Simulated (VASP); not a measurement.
# Zn (Im-3m) in VASP: a series of runs

The runs below take Zn through single point, relaxation of cell and atoms, with PBE.

Program: VASP 6.6.1. These are calculated values, not measurements. Logs are shortened: lines on timing, memory, paths and dates and some standing lists are left out, and cuts for length are marked.

## 1. The cell of the first run

The structure is cubic, space group Im-3m (No. 229). The conventional cell has a = 3.141 Å, b = 3.141 Å, c = 3.141 Å, α = 90.00°, β = 90.00°, γ = 90.00°. Zn (site symmetry m-3m) has 14 Zn at 2.72 to 3.14 Å within 3.6 Å.

## 2. Single point, PBE

Contents of INCAR:

```
SYSTEM = Zn
PREC     = Accurate       ! precision mode
ENCUT    = 520            ! plane-wave cutoff, eV
EDIFF    = 1E-7           ! SCF threshold, eV
ISMEAR   = -1             ! smearing method
SIGMA    = 0.1            ! smearing width, eV
LREAL    = .FALSE.        ! projectors in reciprocal space
LASPH    = .TRUE.         ! aspherical terms in the spheres
NELM     = 60             ! most SCF steps
ALGO     = Normal         ! electronic algorithm
ISIF     = 2              ! what is computed and relaxed
LWAVE    = .FALSE.        ! write WAVECAR
LCHARG   = .FALSE.        ! write CHGCAR
GGA      = PE             ! functional
NBANDS   = 12             ! bands
```

Contents of KPOINTS:

```
Automatic mesh
0
G
  17 17 17
  0 0 0
```

Contents of POSCAR:

```
Zn
1.0
   -1.5702769906      1.5702769906      1.5702769906
    1.5702769906     -1.5702769906      1.5702769906
    1.5702769906      1.5702769906     -1.5702769906
Zn
1
Direct
    0.0000000000      0.0000000000      0.0000000000
```

Potentials or basis: VASP PAW PBE potentials, release 64 (Zn).

Started as:

```
$ cat potpaw_PBE.64/Zn/POTCAR > POTCAR
$ mpirun -np 1 vasp_std > vasp.out
```

OUTCAR:

```text
SYSTEM = Zn
   PREC = Accurate
   ENCUT = 520
   EDIFF = 1E-7
   ISMEAR = -1
   LREAL = .FALSE.
   LASPH = .TRUE.
   NELM = 60
   ISIF = 2
   GGA = PE

 ion  position               nearest neighbor table
   1  0.000  0.000  0.000-

  LATTYP: Found a body centered cubic cell.
 ALAT       =     3.1405539812

  Lattice vectors:

 A1 = (  -1.5702769906,   1.5702769906,   1.5702769906)
 A2 = (   1.5702769906,  -1.5702769906,   1.5702769906)
 A3 = (   1.5702769906,   1.5702769906,  -1.5702769906)

Analysis of symmetry for initial positions (statically):
=====================================================================
 Subroutine PRICEL returns:
 Original cell was already a primitive cell.

 Routine SETGRP: Setting up the symmetry group for a
 body centered cubic supercell.

 Subroutine GETGRP returns: Found 48 space group operations
 (whereof 48 operations were pure point group operations)
 out of a pool of 48 trial point group operations.

The static configuration has the point symmetry O_h .

Analysis of symmetry for dynamics (positions and initial velocities):
=====================================================================
 Subroutine PRICEL returns:
 Original cell was already a primitive cell.

 Routine SETGRP: Setting up the symmetry group for a
 body centered cubic supercell.

 Subroutine GETGRP returns: Found 48 space group operations
 (whereof 48 operations were pure point group operations)
 out of a pool of 48 trial point group operations.

The dynamic configuration has the point symmetry O_h .

 Subroutine INISYM returns: Found 48 space group operations
 (whereof 48 operations are pure point group operations),
 and found     1 'primitive' translations

----------------------------------------------------------------------------------------

                                     Primitive cell

  volume of cell :      15.4878

  direct lattice vectors                    reciprocal lattice vectors
    -1.570276991  1.570276991  1.570276991     0.000000000  0.318415161  0.318415161
     1.570276991 -1.570276991  1.570276991     0.318415161  0.000000000  0.318415161
     1.570276991  1.570276991 -1.570276991     0.318415161  0.318415161  0.000000000

  length of vectors
     2.719799530  2.719799530  2.719799530     0.450307038  0.450307038  0.450307038

  position of ions in fractional coordinates (direct lattice)
     0.000000000  0.000000000  0.000000000

  ion indices of the primitive-cell ions
   primitive index   ion index
                 1           1

----------------------------------------------------------------------------------------

 KPOINTS: Automatic mesh

Automatic generation of k-mesh.
 Grid dimensions read from file:
 generate k-points for:   17   17   17

 Generating k-lattice:

  Cartesian coordinates                     Fractional coordinates (reciprocal lattice)
     0.000000000  0.018730304  0.018730304     0.058823529  0.000000000  0.000000000
     0.018730304  0.000000000  0.018730304     0.000000000  0.058823529  0.000000000
     0.018730304  0.018730304  0.000000000     0.000000000  0.000000000  0.058823529

  Length of vectors
     0.026488649  0.026488649  0.026488649

  Shift w.r.t. Gamma in fractional coordinates (k-lattice)
     0.000000000  0.000000000  0.000000000

 Subroutine IBZKPT returns following result:
 ===========================================

 Found    165 irreducible k-points:

 Following reciprocal coordinates:
            Coordinates               Weight
  0.000000  0.000000  0.000000      1.000000
  0.058824  0.000000  0.000000     12.000000
  0.117647  0.000000  0.000000     12.000000
  0.176471  0.000000  0.000000     12.000000
  0.235294  0.000000  0.000000     12.000000
  0.294118  0.000000  0.000000     12.000000
[... 16 lines left out ...]
  0.411765  0.117647  0.000000     48.000000
  0.176471  0.176471  0.000000     24.000000
 [... further k-points ...]
   k-points           NKPTS =    165   k-points in BZ     NKDIM =    165   number of bands    NBANDS=     12
   number of dos      NEDOS =    301   number of ions     NIONS =      1
   total plane-waves  NPLWV =   8000
   dimension x,y,z NGX =    20 NGY =   20 NGZ =   20
   dimension x,y,z NGXF=    40 NGYF=   40 NGZF=   40
   ions per type =               1
   NGX,Y,Z   is equivalent  to a cutoff of  12.22, 12.22, 12.22 a.u.
   NGXF,Y,Z  is equivalent  to a cutoff of  24.45, 24.45, 24.45 a.u.
 SYSTEM =  Zn
   PREC   = accura    normal or accurate (medium, high low for compatibility)
   ISTART =      0    job   : 0-new  1-cont  2-samecut
   ICHARG =      2    charge: 1-file 2-atom 10-const
   ISPIN  =      1    spin polarized calculation?
   LNONCOLLINEAR =      F non collinear calculations
   LSORBIT =      F    spin-orbit coupling
   LASPH  =      T    aspherical Exc in radial PAW
   ENCUT  =  520.0 eV  38.22 Ry    6.18 a.u.   5.06  5.06  5.06*2*pi/ulx,y,z
   NELM   =     60;   NELMIN=  2; NELMDL= -5     # of ELM steps
   EDIFF  = 0.1E-06   stopping-criterion for ELM
   LREAL  =      F    real-space projection
   EDIFFG = 0.1E-05   stopping-criterion for IOM
   NSW    =      0    number of steps for IOM
   IBRION =     -1    ionic relax: 0-MD 1-quasi-New 2-CG
   NFREE  =      0    steps in history (QN), initial steepest desc. (CG)
   ISIF   =      2    stress and relaxation
   ISYM   =      2    0-nonsym 1-usesym 2-fastsym
   POTIM  = 0.5000    time-step for ionic-motion
   TEBEG  =    0.0;   TEEND  =   0.0 temperature during run
   PSTRESS=    0.0 pullay stress
   NELECT =      12.0000    total number of electrons
   NUPDOWN=      -1.0000    fix difference up-down
   EMIN   =  10.00;   EMAX   =-10.00  energy-range for DOS
   EFERMI =   0.00;   METHOD = LEGACY
   ISMEAR =    -1;   SIGMA  =   0.10  broadening in eV -4-tet -1-fermi 0-gaus
   EFERMI_NEDOS =   21; number of points for ismear=-14 and -15
   IALGO  =     38    algorithm
   IMIX   =      4    mixing-type and parameters
     AMIX     =   0.40;   BMIX     =  1.00
     AMIX_MAG =   1.60;   BMIX_MAG =  1.00
  volume/ion in A,a.u.               =      15.49       104.52
  Fermi-wavevector in a.u.,A,eV,Ry     =   1.503623  2.841436 30.761172  2.260882
  Thomas-Fermi vector in A             =   2.614709
   LORBIT       =      0    0 simple, 1 ext, 2 COOP (PROOUT), +10 PAW based schemes
   GGA     = PE    functional components
   LHFCALC =     F    Hartree Fock is set to
   AEXX    =    0.0000 exact exchange contribution
   IVDW    =     0    specifies the selected vdW correction
   LEPSILON=     F    determine dielectric tensor
   LRPA    =     F    only Hartree local field effects (RPA)
 non-spin polarized calculation
  energy-cutoff  :      520.00
  volume of cell :       15.49
 maximum number of plane-waves:       430
   NGX = 11   NGY = 11   NGZ = 11

 number of electron      12.0000022 magnetization

 Free energy of the ion-electron system (eV)
  ---------------------------------------------------
  ext. energy  EPLUGINS =         0.00000000
  ---------------------------------------------------
  free energy    TOTEN  =        -1.02956393 eV

  energy without entropy =       -1.01917226  energy(sigma->0) =       -1.02436809

 E-fermi :   3.0665     XC(G=0): -11.4714

 val. band max:        3.0464375020   @ k =  -0.4118  -0.4706   0.0588
 cond. band min:       3.1705382827   @ k =   0.3529   0.2941   0.0000
 fundamental gap:      0.1241007806
 Fermi energy:         3.0664813799

 k-point     1 :       0.0000    0.0000    0.0000
  band No.  band energies     occupation
      1      -7.2468      2.00000
      2      -4.6786      2.00000
      3      -4.6786      2.00000
      4      -4.6786      2.00000
      5      -4.1843      2.00000
      6      -4.1843      2.00000
      7      21.9941      0.00000
      8      21.9941      0.00000
      9      21.9941      0.00000
     10      23.7623      0.00000
     11      23.7623      0.00000
     12      23.7623      0.00000

 k-point     2 :       0.0588    0.0000    0.0000
  band No.  band energies     occupation
      1      -7.1377      2.00000
      2      -4.6887      2.00000
      3      -4.6761      2.00000
      4      -4.6531      2.00000
      5      -4.1940      2.00000
      6      -4.1837      2.00000
      7      20.4324      0.00000
      8      21.1718      0.00000
      9      21.5146      0.00000
     10      22.7332      0.00000
     11      22.9085      0.00000
     12      23.5088      0.00000

 k-point     3 :       0.1176    0.0000    0.0000
  band No.  band energies     occupation
      1      -6.8160      2.00000
      2      -4.7177      2.00000
      3      -4.6673      2.00000
      4      -4.5793      2.00000
      5      -4.2176      2.00000
      6      -4.1818      2.00000
      7      17.5228      0.00000
      8      19.7469      0.00000
      9      20.3700      0.00000
     10      21.7622      0.00000
     11      22.0069      0.00000
     12      23.6684      0.00000
[... 286 lines left out ...]
 k-point    23 :       0.4118    0.1176    0.0000
  band No.  band energies     occupation
      1      -5.2135      2.00000
      2      -4.9424      2.00000
      3      -4.2299      2.00000
      4      -4.2124      2.00000
      5      -3.9667      2.00000
      6       0.4853      2.00000
      7       2.7830      1.88903
      8      11.4852      0.00000
      9      14.7437      0.00000
     10      19.9676      0.00000
     11      23.0638      0.00000
     12      27.9826      0.00000

 k-point    24 :       0.1765    0.1765    0.0000
  band No.  band energies     occupation
      1      -5.1510      2.00000
      2      -4.7719      2.00000
      3      -4.6652      2.00000
      4      -4.2833      2.00000
      5      -4.1500      2.00000
      6      -3.4539      2.00000
      7      10.8716      0.00000
      8      11.2871      0.00000
      9      16.0955      0.00000
     10      21.9316      0.00000
     11      22.6052      0.00000
     12      26.4407      0.00000

 [... further k-points ...]

------------------------ aborting loop because EDIFF is reached ----------------------------------------

  FORCE on cell =-STRESS in cart. coord.  units (eV):
  Direction    XX          YY          ZZ          XY          YZ          ZX
  --------------------------------------------------------------------------------------
  -------------------------------------------------------------------------------------
  Total       -0.0223123     -0.0223123     -0.0223123      0.0000000     -0.0000000     -0.0000000
  in kB       -2.3081636     -2.3081636     -2.3081636      0.0000000     -0.0000000     -0.0000000
  external PRESSURE =      -2.3081636 kB  Pullay stress =       0.0000000 kB

 VOLUME and BASIS-vectors are now :
 -----------------------------------------------------------------------------
  energy-cutoff  :      520.00
  volume of cell :       15.49
      direct lattice vectors                 reciprocal lattice vectors
    -1.570276991  1.570276991  1.570276991     0.000000000  0.318415161  0.318415161
     1.570276991 -1.570276991  1.570276991     0.318415161  0.000000000  0.318415161
     1.570276991  1.570276991 -1.570276991     0.318415161  0.318415161  0.000000000

 POSITION                                       TOTAL-FORCE (eV/Angst)
 -----------------------------------------------------------------------------------
      0.00000      0.00000      0.00000         0.000000      0.000000      0.000000
 -----------------------------------------------------------------------------------
    total drift:                                0.000000     -0.000000      0.000000

  FREE ENERGIE OF THE ION-ELECTRON SYSTEM (eV)
  ---------------------------------------------------
  free  energy   TOTEN  =        -1.0295639310 eV

  energy  without entropy=       -1.0191722570  energy(sigma->0) =       -1.02436809
```

Run time: 13 s. Hardware: 1 thread of AMD EPYC 9R45 (Zen 5), shared host; peak memory 0.11 GiB.

What came out:

```yaml
Free_energy: -1.0296 eV
Pressure: -0.2 GPa
Band_gap_on_the_k_mesh: zero (band 6 reaches 6.65 eV, above the bottom of band 7 at 2.12 eV)
```

## 3. Relaxation of cell and atoms, PBE, target pressure -0.51 GPa, at which the enthalpy is minimised

This run uses another cell than the first one, of 15.29 Å³/atom, 0.987 times its volume.

Contents of INCAR:

```
PREC = Accurate
ENCUT = 600
EDIFF = 1E-7
ISMEAR = -1
SIGMA = 0.1
LREAL = F
LASPH = T
NELM = 60
ALGO = Normal
ISIF = 3
LWAVE = F
LCHARG = F
GGA = PE
IBRION = 2
NSW = 60
EDIFFG = -0.005
PSTRESS = -5.1
```

Contents of KPOINTS:

```
regular mesh
0
Gamma
  17 17 17
```

Contents of POSCAR:

```
Zn
1.0
   -1.5636131141      1.5636131141      1.5636131141
    1.5636131141     -1.5636131141      1.5636131141
    1.5636131141      1.5636131141     -1.5636131141
Zn
1
Direct
    0.0000000000      0.0000000000      0.0000000000
```

Potentials or basis: VASP PAW PBE potentials, release 64 (Zn).

Started as:

```
$ cat potpaw_PBE.64/Zn/POTCAR > POTCAR
$ mpirun -np 1 vasp_std > vasp.out
```

Run time: 36 s. Hardware: 1 thread of AMD EPYC 9R45 (Zen 5), shared host; peak memory 0.13 GiB.

It converged, with:

```
Free energy                                            : -1.0291 eV
Relaxed volume                                         : 15.55 Å³/atom
Relaxed cell                                           : a = 2.724 Å, b = 2.724 Å, c = 2.724 Å, α = 109.47°, β = 109.47°, γ = 109.47°
Space group after relaxing (to 0.05 Å)                 : Im-3m (No. 229)
Energy change on relaxing (the enthalpy is what falls) : +0.0 meV/atom
Ionic steps                                            : 3
Pressure after relaxing                                : -0.5 GPa
Band gap on the k mesh                                 : zero (band 6 reaches 6.61 eV, above the bottom of band 7 at 2.08 eV)
```

Final structure:
```yaml
crystal:
  lattice:
    - [-1.57245, 1.57245, 1.57245]
    - [1.57245, -1.57245, 1.57245]
    - [1.57245, 1.57245, -1.57245]
  atoms:
    - { symbol: Zn, position: [0.00000, 0.00000, 0.00000] }
```

Levels at points of the mesh, in eV from the Fermi level:
```tsv
k point	band 2	band 3	band 4	band 5	band 6	band 7	band 8	band 9	band 10
(0.00, 0.00, 0.00)	-7.73	-7.73	-7.73	-7.24	-7.24	18.86	18.86	18.86	20.66
```

Caveat: the cell is relaxed towards a set pressure, so the enthalpy falls and the energy may rise.

## 4. Relaxation of cell and atoms, PBE, target pressure -0.51 GPa, at which the enthalpy is minimised

Contents of INCAR:

```
SYSTEM = Zn
  ALGO = Normal
  EDIFF = 1E-6
  EDIFFG = -0.005
  ENCUT = 600
  GGA = PE
  IBRION = 2
  ISIF = 3
  ISMEAR = -1
  LASPH = .TRUE.
  LCHARG = .FALSE.
  LREAL = .FALSE.
  LWAVE = .FALSE.
  NELM = 60
  NSW = 32
  PREC = Accurate
  PSTRESS = -5.1
  SIGMA = 0.1
```

Contents of KPOINTS:

```
k-points
0
G
  17 17 17
  0 0 0
```

Contents of POSCAR:

```
Zn
1.0
   -1.5702769906      1.5702769906      1.5702769906
    1.5702769906     -1.5702769906      1.5702769906
    1.5702769906      1.5702769906     -1.5702769906
Zn
1
Direct
    0.0000000000      0.0000000000      0.0000000000
```

Started as:

```
$ cat potpaw_PBE.64/Zn/POTCAR > POTCAR
$ mpirun -np 1 vasp_std > vasp.out
```

It took 21 s on 1 thread of AMD EPYC 9R45 (Zen 5), shared host; peak memory 0.13 GiB.

It converged, with:

* Free energy: -1.0291 eV
* Relaxed volume: 15.55 Å³/atom
* Relaxed cell: a = 2.723 Å, b = 2.723 Å, c = 2.723 Å, α = 109.47°, β = 109.47°, γ = 109.47°
* Space group after relaxing (to 0.05 Å): Im-3m (No. 229)
* Energy change on relaxing (the enthalpy is what falls): +0.2 meV/atom
* Ionic steps: 2
* Pressure after relaxing: -0.5 GPa
* Band gap on the k mesh: zero (band 6 reaches 6.61 eV, above the bottom of band 7 at 2.09 eV)

The path:
| step | energy change (eV) | largest force (eV/Å) | pressure (GPa) | volume (Å³) |
| --- | --- | --- | --- | --- |
| 1 | 0.0000 | 0.0000 | -0.23 | 15.49 |
| 2 | 0.0002 | 0.0000 | -0.52 | 15.55 |

Final structure:
```yaml
crystal:
  lattice:
    - [-1.57230, 1.57230, 1.57230]
    - [1.57230, -1.57230, 1.57230]
    - [1.57230, 1.57230, -1.57230]
  atoms:
    - { symbol: Zn, position: [0.00000, 0.00000, 0.00000] }
```

Levels at points of the mesh, in eV from the Fermi level:
| k point | band 4 | band 5 | band 6 | band 7 | band 8 | band 9 |
| --- | --- | --- | --- | --- | --- | --- |
| (0.00, 0.00, 0.00) | -7.73 | -7.24 | -7.24 | 18.87 | 18.87 | 18.87 |

Caveat: the cell is relaxed towards a set pressure, so the enthalpy falls and the energy may rise.

## 5. Overview

```tsv
task	cell	cutoff (eV)	gap on the mesh (eV)	pressure (GPa)
single point	a = 2.720 Å, angles 109.5°, 1 atom	520	none	-0.2
relaxation of cell and atoms	relaxed to -0.51 GPa from a = 2.708 Å, angles 109.5°, 1 atom	600	none	-0.5
relaxation of cell and atoms	relaxed to -0.51 GPa from a = 2.720 Å, angles 109.5°, 1 atom	600	none	-0.5
```

Alike in all rows: level PBE; potentials or basis VASP PAW PBE potentials, release 64 (Zn); no spin polarisation; k mesh 17 × 17 × 17; smearing fermi-dirac 0.1 eV.

Caveats: the cell is relaxed towards a set pressure, so the enthalpy falls and the energy may rise (some runs).

Total energies depend on the potentials used, so only differences within one code and one set of settings carry meaning.
